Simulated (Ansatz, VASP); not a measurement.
# TiC in VASP and in Ansatz

INCAR

```
SYSTEM = TiC
  PREC = Accurate
  ENCUT = 520
  EDIFF = 1E-8
  ISMEAR = -1
  SIGMA = 0.03
  LREAL = .False.
  LASPH = .True.
  NELM = 80
  ALGO = Normal
  ISIF = 2
  LWAVE = .False.
  LCHARG = .False.
  GGA = PS
  LEFG = .True.
  NBANDS = 15
```

The input KPOINTS:

```
regular mesh
0
Gamma
  16 16 16
  0 0 0
```

POSCAR

```
TiC
1.0
    0.0000000000      2.2289200000      2.1640000000
    2.2289200000      0.0000000000      2.1640000000
    2.2289200000      2.2289200000      0.0000000000
Ti C
1 1
Direct
    0.0000000000      0.0000000000      0.0000000000
    0.5000000000      0.5000000000      0.5000000000
```

Input for Ansatz:

```yaml
crystal:
  lattice:
    - [0.0, 2.22892, 2.164]
    - [2.22892, 0.0, 2.164]
    - [2.22892, 2.22892, 0.0]
  atoms:
    - { symbol: Ti, position: [0.0, 0.0, 0.0] }
    - { symbol: C, position: [0.5, 0.5, 0.5] }
kpoints:
  mp_grid: { grid: [16, 16, 16] }
scf:
  occupations: { method: fermi_dirac, width: 0.03 }
hamiltonian:
  xc: pbesol
  pseudopotentials: { kind: all_electron, datasets: crystal }
output:
  forces: true
  stress: true
  eigenvalues: true
  efg: { contact_densities: true }
```

Change from the starting cell: equal xx and yy strain of +3 %, crystal datasets.

Alike in both runs: task electric field gradients; functional PBEsol; k mesh 16 × 16 × 16; occupations fermi-dirac, width 0.03 eV; no spin polarisation.

|  | VASP | Ansatz |
| --- | --- | --- |
| version | VASP 6.6.1 | Ansatz 0.2.0 |
| potentials or method | VASP PAW PBE potentials, release 64 (Ti_sv, C), cutoff 520 eV | all-electron PAW with datasets made for the crystal, scalar-relativistic |

|  | VASP | Ansatz | Ansatz less VASP |
| --- | --- | --- | --- |
| pressure (GPa) | -18.2 | -18.5 | -0.33 |
| traceless stress, the component that is largest in VASP (GPa) | 5.95 | 5.90 | -0.050 |
| size of Vzz on the site where it differs most (V/Å²) | 22.7 | 24.0 | +1.33 |

VASP's potentials were made for PBE, not for PBEsol. Ansatz ran all-electron here, and VASP with PAW potentials.
